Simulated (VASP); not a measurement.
# TaSi2 (P6_422) in VASP: single point with r2SCAN

Aim: the single point of TaSi2 with r2SCAN.

Everything below comes from runs of VASP 6.6.1. Logs are shortened: lines on timing, memory, paths and dates and some standing lists are left out, and cuts for length are marked.

## 1. The cell of the first run

Symmetry: P6_422, No. 181, hexagonal system. The conventional cell has a = 4.616 Å, b = 4.616 Å, c = 6.396 Å, α = 90.00°, β = 90.00°, γ = 120.00°. Ta (site symmetry 222) has 10 Si at 2.53 to 2.73 Å and 4 Ta at 3.14 Å within 3.3 Å. Si (site symmetry 2) has 9 Si at 2.48 to 3.22 Å and 5 Ta at 2.53 to 2.73 Å within 3.3 Å.

## 2. Single point, r2SCAN (13.11 Å³/atom)

The input, POSCAR:

```
TaSi2
1.0
    4.6158960874      0.0000000000      0.0000000000
   -2.3079480437      3.9974832729      0.0000000000
    0.0000000000      0.0000000000      6.3964017758
Ta Si
3 6
Direct
    0.5000000000      0.0000000000      0.0000000000
    0.5000000000      0.5000000000      0.6666666667
    0.0000000000      0.5000000000      0.3333333333
    0.1588161518      0.3176323037      0.0000000000
    0.8411838482      0.1588161518      0.6666666667
    0.6823676963      0.8411838482      0.3333333333
    0.8411838482      0.6823676963      0.0000000000
    0.1588161518      0.8411838482      0.6666666667
    0.3176323037      0.1588161518      0.3333333333
```

The input, INCAR.step1:

```
PREC = Accurate
ENCUT = 520
ISMEAR = 0
SIGMA = 0.1
LREAL = False
LASPH = True
NELM = 100
NBANDS = 38
GGA = PE
ALGO = Normal
EDIFF = 1E-4
LWAVE = True
LCHARG = False
```

The input, INCAR.step2:

```
PREC = Accurate
ENCUT = 520
EDIFF = 1E-6
ISMEAR = 0
SIGMA = 0.1
LREAL = False
LASPH = True
NELM = 100
ALGO = Normal
ISIF = 2
LWAVE = False
LCHARG = False
METAGGA = R2SCAN
LMIXTAU = True
NBANDS = 38
ISTART = 1
```

The input, KPOINTS:

```
Automatic mesh
0
Gamma
  12 12 6
```

Potentials or basis: VASP PAW PBE potentials, release 64 (Ta_pv, Si).

Launch:

```console
$ cat potpaw_PBE.64/Ta_pv/POTCAR potpaw_PBE.64/Si/POTCAR > POTCAR
$ cp INCAR.step1 INCAR
$ mpirun -np 1 vasp_std > vasp.out
$ cp INCAR.step2 INCAR
$ mpirun -np 1 vasp_std > vasp.out
```

OUTCAR:

```text
PREC = Accurate
   ENCUT = 520
   EDIFF = 1E-6
   ISMEAR = 0
   LREAL = False
   LASPH = True
   NELM = 100
   ISIF = 2
   METAGGA = R2SCAN
   ISTART = 1

 ion  position               nearest neighbor table
   1  0.500  0.000  0.000-   6 2.53   9 2.53   8 2.53   5 2.53   7 2.63   4 2.63   4 2.63   7 2.63
                             4 2.73   7 2.73   2 3.14   2 3.14   3 3.14   3 3.14
   2  0.500  0.500  0.667-   4 2.53   7 2.53   9 2.53   6 2.53   8 2.63   5 2.63   5 2.63   8 2.63
                             8 2.73   5 2.73   1 3.14   1 3.14   3 3.14   3 3.14
   3  0.000  0.500  0.333-   7 2.53   4 2.53   5 2.53   8 2.53   6 2.63   9 2.63   9 2.63   6 2.63
                             6 2.73   9 2.73   1 3.14   1 3.14   2 3.14   2 3.14
   4  0.159  0.318  0.000-   5 2.48   9 2.48   3 2.53   2 2.53   7 2.54   1 2.63   1 2.63   1 2.73
                             7 2.73   7 2.73   8 3.06   6 3.06
   5  0.841  0.159  0.667-   4 2.48   6 2.48   1 2.53   3 2.53   8 2.54   2 2.63   2 2.63   2 2.73
                             8 2.73   8 2.73   7 3.06   9 3.06
   6  0.682  0.841  0.333-   7 2.48   5 2.48   1 2.53   2 2.53   9 2.54   3 2.63   3 2.63   3 2.73
                             9 2.73   9 2.73   4 3.06   8 3.06
   7  0.841  0.682  0.000-   8 2.48   6 2.48   3 2.53   2 2.53   4 2.54   1 2.63   1 2.63   1 2.73
                             4 2.73   4 2.73   9 3.06   5 3.06
   8  0.159  0.841  0.667-   7 2.48   9 2.48   1 2.53   3 2.53   5 2.54   2 2.63   2 2.63   2 2.73
                             5 2.73   5 2.73   4 3.06   6 3.06
   9  0.318  0.159  0.333-   4 2.48   8 2.48   1 2.53   2 2.53   6 2.54   3 2.63   3 2.63   3 2.73
                             6 2.73   6 2.73   7 3.06   5 3.06

  LATTYP: Found a hexagonal cell.
 ALAT       =     4.6158960874
 C/A-ratio  =     1.3857334859

  Lattice vectors:

 A1 = (   4.6158960874,   0.0000000000,   0.0000000000)
 A2 = (  -2.3079480437,   3.9974832729,   0.0000000000)
 A3 = (   0.0000000000,   0.0000000000,   6.3964017758)

Analysis of symmetry for initial positions (statically):
=====================================================================
 Subroutine PRICEL returns:
 Original cell was already a primitive cell.

 Routine SETGRP: Setting up the symmetry group for a
 hexagonal supercell.

 Subroutine GETGRP returns: Found 12 space group operations
 (whereof  4 operations were pure point group operations)
 out of a pool of 24 trial point group operations.

The static configuration has the point symmetry D_2 .
 The point group associated with its full space group is D_6 .

Analysis of symmetry for dynamics (positions and initial velocities):
=====================================================================
 Subroutine PRICEL returns:
 Original cell was already a primitive cell.

 Routine SETGRP: Setting up the symmetry group for a
 hexagonal supercell.

 Subroutine GETGRP returns: Found 12 space group operations
 (whereof  4 operations were pure point group operations)
 out of a pool of 24 trial point group operations.

The dynamic configuration has the point symmetry D_2 .
 The point group associated with its full space group is D_6 .

 Subroutine INISYM returns: Found 12 space group operations
 (whereof  4 operations are pure point group operations),
 and found     1 'primitive' translations

----------------------------------------------------------------------------------------

                                     Primitive cell

  volume of cell :     118.0262

  direct lattice vectors                    reciprocal lattice vectors
     4.615896087  0.000000000  0.000000000     0.216642659  0.125078697  0.000000000
    -2.307948044  3.997483273  0.000000000     0.000000000  0.250157394  0.000000000
     0.000000000  0.000000000  6.396401776     0.000000000  0.000000000  0.156337897

  length of vectors
     4.615896087  4.615896087  6.396401776     0.250157394  0.250157394  0.156337897

  position of ions in fractional coordinates (direct lattice)
     0.500000000  0.000000000  0.000000000
     0.500000000  0.500000000  0.666666667
     0.000000000  0.500000000  0.333333333
     0.158816152  0.317632304  0.000000000
     0.841183848  0.158816152  0.666666667
     0.682367696  0.841183848  0.333333333
     0.841183848  0.682367696  0.000000000
     0.158816152  0.841183848  0.666666667
     0.317632304  0.158816152  0.333333333

  ion indices of the primitive-cell ions
   primitive index   ion index
                 1           1
                 2           2
                 3           3
                 4           4
                 5           5
                 6           6
                 7           7
                 8           8
                 9           9

----------------------------------------------------------------------------------------

 KPOINTS: Automatic mesh

Automatic generation of k-mesh.
 Grid dimensions read from file:
 generate k-points for:   12   12    6

 Generating k-lattice:

  Cartesian coordinates                     Fractional coordinates (reciprocal lattice)
     0.018053555  0.010423225  0.000000000     0.083333333  0.000000000  0.000000000
     0.000000000  0.020846450  0.000000000     0.000000000  0.083333333  0.000000000
     0.000000000  0.000000000  0.026056316     0.000000000  0.000000000  0.166666667

  Length of vectors
     0.020846450  0.020846450  0.026056316

  Shift w.r.t. Gamma in fractional coordinates (k-lattice)
     0.000000000  0.000000000  0.000000000

 Subroutine IBZKPT returns following result:
 ===========================================

 Found     76 irreducible k-points:

 Following reciprocal coordinates:
            Coordinates               Weight
  0.000000  0.000000  0.000000      1.000000
  0.083333 -0.000000  0.000000      6.000000
  0.166667 -0.000000  0.000000      6.000000
  0.250000 -0.000000  0.000000      6.000000
  0.333333 -0.000000  0.000000      6.000000
  0.416667 -0.000000  0.000000      6.000000
[... 16 lines left out ...]
  0.250000 -0.000000  0.166667     12.000000
  0.333333 -0.000000  0.166667     12.000000
 [... further k-points ...]
   k-points           NKPTS =     76   k-points in BZ     NKDIM =     76   number of bands    NBANDS=     38
   number of dos      NEDOS =    301   number of ions     NIONS =      9
   total plane-waves  NPLWV =  62208
   dimension x,y,z NGX =    36 NGY =   36 NGZ =   48
   dimension x,y,z NGXF=    72 NGYF=   72 NGZF=   96
   ions per type =               3   6
   NGX,Y,Z   is equivalent  to a cutoff of  12.97, 12.97, 12.48 a.u.
   NGXF,Y,Z  is equivalent  to a cutoff of  25.93, 25.93, 24.95 a.u.
 SYSTEM =  unknown system
   PREC   = accura    normal or accurate (medium, high low for compatibility)
   ISTART =      1    job   : 0-new  1-cont  2-samecut
   ICHARG =      0    charge: 1-file 2-atom 10-const
   ISPIN  =      1    spin polarized calculation?
   LNONCOLLINEAR =      F non collinear calculations
   LSORBIT =      F    spin-orbit coupling
   LASPH  =      T    aspherical Exc in radial PAW
   ENCUT  =  520.0 eV  38.22 Ry    6.18 a.u.   8.58  8.58 11.89*2*pi/ulx,y,z
   NELM   =    100;   NELMIN=  2; NELMDL=  0     # of ELM steps
   EDIFF  = 0.1E-05   stopping-criterion for ELM
   LREAL  =      F    real-space projection
   EDIFFG = 0.1E-04   stopping-criterion for IOM
   NSW    =      0    number of steps for IOM
   IBRION =     -1    ionic relax: 0-MD 1-quasi-New 2-CG
   NFREE  =      0    steps in history (QN), initial steepest desc. (CG)
   ISIF   =      2    stress and relaxation
   ISYM   =      2    0-nonsym 1-usesym 2-fastsym
   POTIM  = 0.5000    time-step for ionic-motion
   TEBEG  =    0.0;   TEEND  =   0.0 temperature during run
   PSTRESS=    0.0 pullay stress
   NELECT =      57.0000    total number of electrons
   NUPDOWN=      -1.0000    fix difference up-down
   EMIN   =  10.00;   EMAX   =-10.00  energy-range for DOS
   EFERMI =   0.00;   METHOD = LEGACY
   ISMEAR =     0;   SIGMA  =   0.10  broadening in eV -4-tet -1-fermi 0-gaus
   EFERMI_NEDOS =   21; number of points for ismear=-14 and -15
   IALGO  =     38    algorithm
   IMIX   =      4    mixing-type and parameters
     AMIX     =   0.40;   BMIX     =  1.00
     AMIX_MAG =   1.60;   BMIX_MAG =  1.00
  volume/ion in A,a.u.               =      13.11        88.50
  Fermi-wavevector in a.u.,A,eV,Ry     =   1.284420  2.427201 22.445995  1.649734
  Thomas-Fermi vector in A             =   2.416615
   LORBIT       =      0    0 simple, 1 ext, 2 COOP (PROOUT), +10 PAW based schemes
   METAGGA = R2SCAN    functional components
   LHFCALC =     F    Hartree Fock is set to
   AEXX    =    0.0000 exact exchange contribution
   IVDW    =     0    specifies the selected vdW correction
   LEPSILON=     F    determine dielectric tensor
   LRPA    =     F    only Hartree local field effects (RPA)
 non-spin polarized calculation
 Gauss-broadening in eV      SIGMA  =   0.10
  energy-cutoff  :      520.00
  volume of cell :      118.03
 maximum number of plane-waves:      3204
 NGX is ok and might be reduce to    36
   NGX = 17   NGY = 17   NGZ = 23

 number of electron      57.0000001 magnetization

 Free energy of the ion-electron system (eV)
  ---------------------------------------------------
  ext. energy  EPLUGINS =         0.00000000
  ---------------------------------------------------
  free energy    TOTEN  =      -201.64776751 eV

  energy without entropy =     -201.63226712  energy(sigma->0) =     -201.64001732

 E-fermi :  10.4937     XC(G=0): -13.4958

 val. band max:       10.4927392535   @ k =   0.4167   0.0833   0.0000
 cond. band min:      10.5267747673   @ k =   0.3333   0.1667   0.3333
 fundamental gap:      0.0340355138
 Fermi energy:        10.4937320139

 k-point     1 :       0.0000    0.0000    0.0000
  band No.  band energies     occupation
      1     -24.8835      2.00000
      2     -24.8835      2.00000
      3     -24.8673      2.00000
      4     -24.7860      2.00000
      5     -24.7860      2.00000
      6     -24.6384      2.00000
[... 30 lines left out ...]
     37      15.1509      0.00000
     38      15.4009      0.00000

 k-point     2 :       0.0833   -0.0000    0.0000
  band No.  band energies     occupation
      1     -24.9000      2.00000
      2     -24.8859      2.00000
      3     -24.8520      2.00000
      4     -24.7868      2.00000
      5     -24.7852      2.00000
      6     -24.6387      2.00000
[... 30 lines left out ...]
     37      15.0467      0.00000
     38      15.2335      0.00000

 k-point     3 :       0.1667   -0.0000    0.0000
  band No.  band energies     occupation
      1     -24.9211      2.00000
      2     -24.8920      2.00000
      3     -24.8352      2.00000
      4     -24.7890      2.00000
      5     -24.7824      2.00000
      6     -24.6433      2.00000
[... 30 lines left out ...]
     37      15.0367      0.00000
     38      15.1657      0.00000

 k-point     4 :       0.2500   -0.0000    0.0000
  band No.  band energies     occupation
      1     -24.9391      2.00000
      2     -24.8999      2.00000
      3     -24.8247      2.00000
      4     -24.7923      2.00000
      5     -24.7774      2.00000
      6     -24.6476      2.00000
[... 30 lines left out ...]
     37      14.8885      0.00000
     38      15.3830      0.00000
[... 703 lines left out ...]
      4     -24.7902      2.00000
      5     -24.7785      2.00000
      6     -24.6639      2.00000
[... 30 lines left out ...]
     37      15.1966      0.00000
     38      15.4398      0.00000

 k-point    23 :       0.2500   -0.0000    0.1667
  band No.  band energies     occupation
      1     -24.9387      2.00000
      2     -24.9047      2.00000
      3     -24.8180      2.00000
      4     -24.7962      2.00000
      5     -24.7672      2.00000
      6     -24.6696      2.00000
[... 30 lines left out ...]
     37      15.1876      0.00000
     38      15.4203      0.00000

 k-point    24 :       0.3333   -0.0000    0.1667
  band No.  band energies     occupation
      1     -24.9468      2.00000
      2     -24.9164      2.00000
      3     -24.8171      2.00000
      4     -24.8030      2.00000
      5     -24.7584      2.00000
      6     -24.6716      2.00000
[... 30 lines left out ...]
     37      15.1660      0.00000
     38      15.6882      0.00000

 [... further k-points ...]

------------------------ aborting loop because EDIFF is reached ----------------------------------------

  FORCE on cell =-STRESS in cart. coord.  units (eV):
  Direction    XX          YY          ZZ          XY          YZ          ZX
  --------------------------------------------------------------------------------------
  -------------------------------------------------------------------------------------
  Total       16.8435554     16.8435554     16.7644809      0.0000000      0.0000000      0.0000000
  in kB      228.6472269    228.6472269    227.5738094      0.0000000      0.0000000      0.0000000
  external PRESSURE =     228.2894210 kB  Pullay stress =       0.0000000 kB

 VOLUME and BASIS-vectors are now :
 -----------------------------------------------------------------------------
  energy-cutoff  :      520.00
  volume of cell :      118.03
      direct lattice vectors                 reciprocal lattice vectors
     4.615896087  0.000000000  0.000000000     0.216642659  0.125078697  0.000000000
    -2.307948044  3.997483273  0.000000000     0.000000000  0.250157394  0.000000000
     0.000000000  0.000000000  6.396401776     0.000000000  0.000000000  0.156337897

 POSITION                                       TOTAL-FORCE (eV/Angst)
 -----------------------------------------------------------------------------------
      2.30795      0.00000      0.00000         0.000000     -0.000000      0.000000
      1.15397      1.99874      4.26427         0.000000     -0.000000     -0.000000
     -1.15397      1.99874      2.13213         0.000000     -0.000000     -0.000000
     -0.00000      1.26973      0.00000         0.000000     -0.010329     -0.000000
      3.51628      0.63486      4.26427         0.008945     -0.005165      0.000000
      1.20833      3.36262      2.13213         0.008945      0.005165      0.000000
      2.30795      2.72775      0.00000        -0.000000      0.010329     -0.000000
     -1.20833      3.36262      4.26427        -0.008945      0.005165      0.000000
      1.09962      0.63486      2.13213        -0.008945     -0.005165      0.000000
 -----------------------------------------------------------------------------------
    total drift:                               -0.000000      0.000000     -0.000000

  FREE ENERGIE OF THE ION-ELECTRON SYSTEM (eV)
  ---------------------------------------------------
  free  energy   TOTEN  =      -201.6477675150 eV

  energy  without entropy=     -201.6322671179  energy(sigma->0) =     -201.64001732
```

It took 11 min on 1 thread of AMD EPYC 9R45 (Zen 5), shared host; peak memory 0.4 GiB.

Results:

| Property | Result |
| --- | --- |
| Free energy | -201.6478 eV |
| Pressure | 22.8 GPa |
| Largest force | 0.010 eV/Å |
| Band gap on the k mesh | zero (an odd number of electrons rules out a gap without spin polarisation) |

Forces in eV/Å, atoms in the order of the input:
```
Ta   0.000  0.000  0.000
Ta   0.000  0.000  0.000
Ta   0.000  0.000  0.000
Si   0.000 -0.010  0.000
Si   0.009 -0.005  0.000
Si   0.009  0.005  0.000
Si   0.000  0.010  0.000
Si  -0.009  0.005  0.000
Si  -0.009 -0.005  0.000
```

Levels at points of the mesh, in eV from the Fermi level:
```
           k point  band 26  band 27  band 28  band 29  band 30  band 31  band 32  band 33
(0.00, 0.00, 0.00)    -2.67    -2.55    -2.55    -1.65     0.79     3.44     3.44     4.24
(0.50, 0.00, 0.00)    -1.27    -0.95    -0.20    -0.06     0.95     1.48     1.96     2.29
(0.00, 0.00, 0.50)    -2.18    -1.97    -1.97     1.25     1.25     3.40     3.40     3.70
(0.50, 0.00, 0.50)    -2.34    -2.03    -0.81    -0.21     1.84     2.42     3.02     3.07
```

Caveat: the cell stands under pressure; the PAW data sets were made with another functional, which shifts forces and pressure a little; spin-orbit coupling is left out, which moves the levels of the heavy elements.
